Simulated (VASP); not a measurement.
AlRu, 2 atoms in the cell. Symmetry: P4/mmm, No. 123, tetragonal system. Conventional cell: a = 3.142 Å, b = 3.142 Å, c = 2.671 Å, α = 90.00°, β = 90.00°, γ = 90.00°. Within 3.4 Å of Al (site symmetry 4/mmm) lie 8 Ru at 2.59 Å and 6 Al at 2.67 to 3.14 Å. Within 3.4 Å of Ru (site symmetry 4/mmm) lie 8 Al at 2.59 Å and 6 Ru at 2.67 to 3.14 Å.  This cell differs from its parent crystal: ratio of the length along z to the lengths across it x 0.85, volume and fractional coordinates fixed.

| Item | Value |
| --- | --- |
| Program | VASP 6.6.1 |
| Task | single point |
| Functional | PBEsol |
| Potentials or basis | VASP PAW PBE potentials, release 64 (Al, Ru_pv) |
| Cutoff | 520 eV |
| k mesh | 22 × 22 × 22 |
| Occupations | gaussian, width 0.15 eV |
| Spin | no spin polarisation |
| Dipole correction | no |
| Further INCAR settings | ALGO = Fast; EDIFF = 1e-06; NBANDS = 16 |

Potentials or basis: VASP PAW PBE potentials, release 64 (Al, Ru_pv).

The run is started by

```bash
$ cat potpaw_PBE.64/Al/POTCAR potpaw_PBE.64/Ru_pv/POTCAR > POTCAR
$ mpirun -np 1 vasp_std > vasp.out
```

Hardware: 1 thread of Intel(R) Xeon(R) Platinum 8488C (Sapphire Rapids) (shared host).

How long does it take, and how much memory?

Run time: 110 s on 1 thread of Intel(R) Xeon(R) Platinum 8488C (Sapphire Rapids) (shared host), peak memory 0.46 GiB. Counts: scf iterations 13, k points 936.
